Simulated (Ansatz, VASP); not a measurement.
# BAs: VASP beside Ansatz

POSCAR

```
BAs
1.0
    2.9343700000      0.0000000000      0.0000000000
    0.0000000000      2.9343700000      0.0000000000
    0.0000000000      0.0000000000      2.9343700000
B As
1 1
Direct
    0.5000000000      0.5000000000      0.5000000000
    0.0000000000      0.0000000000      0.0000000000
```

File INCAR.step1:

```
SYSTEM = BAs
ALGO = Normal
EDIFF = 1E-5
ENCUT = 600
GGA = PE
ISMEAR = -1
LASPH = .True.
LCHARG = .False.
LREAL = .False.
LWAVE = .True.
NBANDS = 11
NELM = 80
PREC = Accurate
SIGMA = 0.05
```

The input INCAR.step2:

```
SYSTEM = BAs
AEXX = 0.25
ALGO = Normal
EDIFF = 1E-6
EDIFFG = -0.01
ENCUT = 600
GGA = PE
HFSCREEN = 0.3
IBRION = 2
ISIF = 3
ISMEAR = -1
ISTART = 1
LASPH = .True.
LCHARG = .False.
LHFCALC = .True.
LREAL = .False.
LWAVE = .False.
NELM = 80
NSW = 60
PREC = Accurate
PRECFOCK = Normal
SIGMA = 0.05
```

File KPOINTS:

```
k-points
0
Gamma
  5 5 5
  0 0 0
```

File input:

```
crystal:
  lattice:
    - [2.93437, 0.0, 0.0]
    - [0.0, 2.93437, 0.0]
    - [0.0, 0.0, 2.93437]
  atoms:
    - { symbol: B, position: [0.5, 0.5, 0.5] }
    - { symbol: As, position: [0.0, 0.0, 0.0] }
hamiltonian:
  xc: { exchange: pbe, correlation: pbe, exx: { coeff: 0.25, omega: 0.3 } }
  pseudopotentials: { kind: paw }
kpoints:
  mp_grid: { grid: [5, 5, 5] }
scf:
  occupations: { method: fermi_dirac, width: 0.05 }
output:
  forces: true
  stress: true
  eigenvalues: true
relax:
  f_tol: 0.01
  max_steps: 40
  cell: { stress_tol: 0.05 }
```

Alike in both runs: task relaxation of cell and atoms; functional PBE-based screened hybrid with a share of 0.25 of exact exchange and HFSCREEN = 0.3; k mesh 5 × 5 × 5; occupations fermi-dirac, width 0.05 eV; no spin polarisation.

|  | VASP | Ansatz |
| --- | --- | --- |
| version | VASP 6.6.1 | Ansatz 0.2.0 |
| potentials or method | VASP PAW PBE potentials, release 64 (B, As) | Ansatz PAW |
| plane-wave cutoff (eV) | 600 | 420 |
| valence electrons in the cell | 8 | 18 |

Ansatz gave:

| Property | Result |
| --- | --- |
| gap on the k mesh at the Fermi level, each at its own relaxed structure (eV) | none |
| relaxed volume (Å³/atom) | 11.98 |
| relaxed length of the cell vector where the two differ most in proportion (Å) | 2.883 |

Question: Estimate VASP's values.

Answer: gap on the k mesh at the Fermi level, each at its own relaxed structure (eV): none; relaxed volume (Å³/atom): 11.96; relaxed length of the cell vector where the two differ most in proportion (Å): 2.881.

VASP's potentials were made for PBE, not for PBE-based screened hybrid. A gap of «none» marks a metal or a gap that the smearing closes. VASP's potentials hold 8 valence electrons a cell and Ansatz's 18, so a difference there can come from the potentials and not from the codes.

The k mesh is coarse, so the values compare programs but aren't converged. Noted on Ansatz's run: the plane-wave basis is chosen anew once the cell has moved, so the energies of steps on either side of that aren't comparable.
